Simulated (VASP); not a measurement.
A run of VASP 6.6.1 is set up as follows.

The input INCAR:

```
  PREC = Accurate
  ENCUT = 520
  EDIFF = 1E-6
  ISMEAR = 0
  SIGMA = 0.02
  LREAL = False
  LASPH = True
  NELM = 80
  ALGO = Normal
  ISIF = 2
  LWAVE = False
  LCHARG = False
  LDIPOL = True
  IDIPOL = 3
  DIPOL = 0.5 0.5 0.500
  GGA = PE
  IVDW = 12
  NBANDS = 16
```

Contents of KPOINTS:

```
regular mesh
0
Gamma
  10 10 1
```

POSCAR

```
BN
1.0
    2.5087542034      0.0014369843      0.0000000000
    1.2531178291      2.1733719020      0.0000000000
    0.0000000000      0.0000000000     32.6000000000
B N
2 2
Direct
    0.4999824924      0.4999824924      0.4483643344
    0.9999824924      0.4999824924      0.5516356656
    0.8333785184      0.8331905151      0.4483216843
    0.3333785184      0.8331905151      0.5516783157
```

Potentials or basis: VASP PAW PBE potentials, release 64 (B, N).

Run with:

```bash
$ cat potpaw_PBE.64/B/POTCAR potpaw_PBE.64/N/POTCAR > POTCAR
$ mpirun -np 1 vasp_std > vasp.out
```

Q: Estimate the band gap on the k mesh.

A: 4.28 eV, indirect (least direct gap 4.59 eV).

Q: Estimate the dispersion energy per atom.

A: -0.105 eV.

Q: What does it give for the largest force?

A: 0.006 eV/Å.

Forces on the atoms (eV/Å):
```
B    0.000 -0.004 -0.005
B    0.000 -0.004  0.005
N    0.000  0.004  0.001
N    0.000  0.004 -0.001
```
